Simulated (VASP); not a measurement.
Write the native input for VASP 6.6.1 that does the following.

- Task: single point
- Functional: LDA
- Potentials or basis: VASP PAW LDA potentials, release 64 (Hf_pv, O)
- Cutoff: 520 eV
- k mesh: 8 × 8 × 8
- Occupations: gaussian, width 0.05 eV
- Spin: no spin polarisation
- Dipole correction: no
- Further INCAR settings: ALGO = Normal; EDIFF = 1e-06; NBANDS = 18

The structure of HfO2 lies in POSCAR:

```
HfO2
1.0
    0.0000000000      2.5008001766      2.5008001766
    2.5008001766      0.0000000000      2.5008001766
    2.5008001766      2.5008001766      0.0000000000
Hf O
1 2
Direct
    0.0000000000      0.0000000000      0.0042294786
    0.2500000000      0.2500000000      0.2264075513
    0.7500000000      0.7500000000      0.7264075513
```

This cell differs from its parent crystal: atoms displaced along several vibrational modes.

One way to write it, as run:

INCAR

```
SYSTEM = HfO2
ALGO = Normal
EDIFF = 1E-6
ENCUT = 520
ISIF = 2
ISMEAR = 0
LASPH = .TRUE.
LCHARG = .FALSE.
LREAL = .FALSE.
LWAVE = .FALSE.
NBANDS = 18
NELM = 100
PREC = Accurate
SIGMA = 0.05
```

KPOINTS

```
k-points
0
G
  8 8 8
  0 0 0
```

Potentials or basis: VASP PAW LDA potentials, release 64 (Hf_pv, O).

Launch:

```bash
$ cat potpaw_LDA.64/Hf_pv/POTCAR potpaw_LDA.64/O/POTCAR > POTCAR
$ mpirun -np 1 vasp_std > vasp.out
```

Results of the run:

```
Pressure               : -2.1 GPa
Largest force          : 0.658 eV/Å
Band gap on the k mesh : 3.70 eV
```

Caveat: the cell differs from its parent crystal (atoms displaced along several vibrational modes); spin-orbit coupling is left out, which moves the levels of the heavy elements.

Run time: 26 s on 1 thread of Intel(R) Xeon(R) Platinum 8488C (Sapphire Rapids), on a shared host, peak memory 0.18 GiB.
